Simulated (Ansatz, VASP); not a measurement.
## Two plane-wave programs on CuI

The input INCAR:

```
SYSTEM = CuI
  PREC = Accurate
  ENCUT = 520
  EDIFF = 1E-6
  ISMEAR = 0
  SIGMA = 0.01
  LREAL = .FALSE.
  LASPH = .TRUE.
  NELM = 60
  ALGO = Normal
  ISIF = 2
  LWAVE = .FALSE.
  LCHARG = .FALSE.
  NBANDS = 26
```

File KPOINTS:

```
Automatic mesh
0
G
  6 6 4
  0 0 0
```

POSCAR

```
CuI
1.0
    4.1473371297      0.0000000000      0.0000000000
   -2.0736685648      3.5916993124      0.0000000000
    0.0000000000      0.0000000000      6.3363560909
Cu I
2 2
Direct
    0.0000000000      0.0000000000      0.0000000000
    0.0000000000      0.0000000000      0.5000000000
    0.3333333333      0.6666666667      0.2500000000
    0.6666666667      0.3333333333      0.7500000000
```

Input for Ansatz:

```yaml
crystal:
  lattice:
    - [4.1473371297, 0.0, 0.0]
    - [-2.0736685648, 3.5916993124, 0.0]
    - [0.0, 0.0, 6.3363560909]
  atoms:
    - { symbol: Cu, position: [0.0, 0.0, 0.0] }
    - { symbol: Cu, position: [0.0, 0.0, 0.5] }
    - { symbol: I, position: [0.3333333333, 0.6666666667, 0.25] }
    - { symbol: I, position: [0.6666666667, 0.3333333333, 0.75] }
kpoints:
  mp_grid: { grid: [6, 6, 4] }
hamiltonian:
  xc: lda
scf:
  occupations: { method: fixed }
output:
  optics:
    e_range: [2, 10]
    de: 0.1
    sigma: 0.15
    scissors: 2.5
    scheme: fermi_dirac
    bands: { spectra_wanted_up_to: 10 }
```

Alike in both runs: task single point; functional LDA; k mesh 6 × 6 × 4; no spin polarisation.

|  | VASP | Ansatz |
| --- | --- | --- |
| version | VASP 6.6.1 | Ansatz 0.2.0 |
| potentials or method | VASP PAW LDA potentials, release 64 (Cu, I) | plane waves, PAW |
| plane-wave cutoff (eV) | 520 | 420 |
| occupations | gaussian, width 0.01 eV | fixed |
| valence electrons in the cell | 36 | 72 |

Ansatz gave:

```
gap on the k mesh at the Fermi level (eV) : 0.39
```

**Question.** Estimate VASP's values.

**Answer.** gap on the k mesh at the Fermi level (eV): 0.41.

LDA's correlation is that of Perdew and Zunger in VASP and of Perdew and Wang (1992) in Ansatz. VASP's potentials hold 36 valence electrons a cell and Ansatz's 72, so a difference there can come from the potentials and not from the codes.

Spin-orbit coupling is off throughout.
